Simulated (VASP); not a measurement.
A run of VASP 6.6.1 is set up as follows.

Contents of INCAR:

```
SYSTEM = Ga2Sb2CO
ALGO = Normal ; DIPOL = 0.5 0.5 0.353
EDIFF = 1E-6 ; ENCUT = 520
GGA = PE ; IDIPOL = 3
ISIF = 2 ; ISMEAR = 0
IVDW = 12 ; LASPH = .True.
LCHARG = .False. ; LDIPOL = .True.
LREAL = .False. ; LWAVE = .False.
NBANDS = 32 ; NELM = 80
PREC = Accurate ; SIGMA = 0.1
```

File KPOINTS:

```
k-points
0
Gamma
  6 6 1
  0 0 0
```

File POSCAR:

```
Ga2Sb2CO
1.0
    4.3343814621      0.0000000000      0.0000000000
   -2.1671907311      3.7536844559      0.0000000000
    0.0000000000      0.0000000000     23.3197422777
Sb Ga O C
2 2 1 1
Direct
    0.0000000000      0.0000000000      0.1715284823
    0.3333333333      0.6666666667      0.3301590654
    0.3333333333      0.6666666667      0.2094685204
    0.6666666667      0.3333333333      0.3632005095
    1.5555555556      0.5555555556      0.4961350833
    1.5555555556      0.5555555556      0.5454495220
```

Potentials or basis: VASP PAW PBE potentials, release 64 (Sb, Ga_d, O, C).

Command:

```bash
$ cat potpaw_PBE.64/Sb/POTCAR potpaw_PBE.64/Ga_d/POTCAR potpaw_PBE.64/O/POTCAR potpaw_PBE.64/C/POTCAR > POTCAR
$ mpirun -np 1 vasp_std > vasp.out
```

Question: Predict the largest force.

Answer: 0.700 eV/Å.

Question: Estimate the band gap on the k mesh.

Answer: 0.04 eV (least direct gap 0.13 eV).

Forces in eV/Å, atoms in the order of the input:
```
Sb  -0.008  0.003  0.158
Sb   0.002 -0.005 -0.044
Ga   0.001  0.000 -0.132
Ga   0.009 -0.011 -0.037
O   -0.006  0.018  0.700
C    0.002 -0.005 -0.645
```

Caveat: spin-orbit coupling is left out, which moves the levels of the heavy elements.
